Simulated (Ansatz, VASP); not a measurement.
# One calculation of TaN, two programs

```
Ta N
1.0
    -0.11041    2.20811    2.20811
     2.09771    0.00000    2.09771
     2.20811    2.20811   -0.11041
Ta N
1 1
Direct
  0.50000 0.50000 0.50000
  0.00000 0.00000 0.00000
```

Change from the starting cell: engineering shear strain xz -0.1000, normal strain along z +0.0000.

Alike in both runs: task single point; functional PBE; k mesh 18 × 18 × 18; occupations gaussian, width 0.15 eV; no spin polarisation.

```csv
,VASP,Ansatz
version,VASP 6.6.1,Ansatz 0.2.0
potentials or method,"VASP PAW PBE potentials, release 64 (Ta_pv, N), cutoff 520 eV","scalar-relativistic, plane waves, PAW"
valence electrons in the cell,16,18
```

|  | VASP | Ansatz | Ansatz less VASP |
| --- | --- | --- | --- |
| gap on the k mesh at the Fermi level (eV) | none | none | - |
| pressure (GPa) | 2.2 | 1.2 | -1.01 |
| traceless stress, the component that is largest in VASP (GPa) | 5.43 | 5.53 | +0.094 |

A gap of «none» marks a metal or a gap that the smearing closes. VASP's potentials hold 16 valence electrons a cell and Ansatz's 18, so a difference there can come from the potentials and not from the codes.

Neither program's run includes spin-orbit coupling.
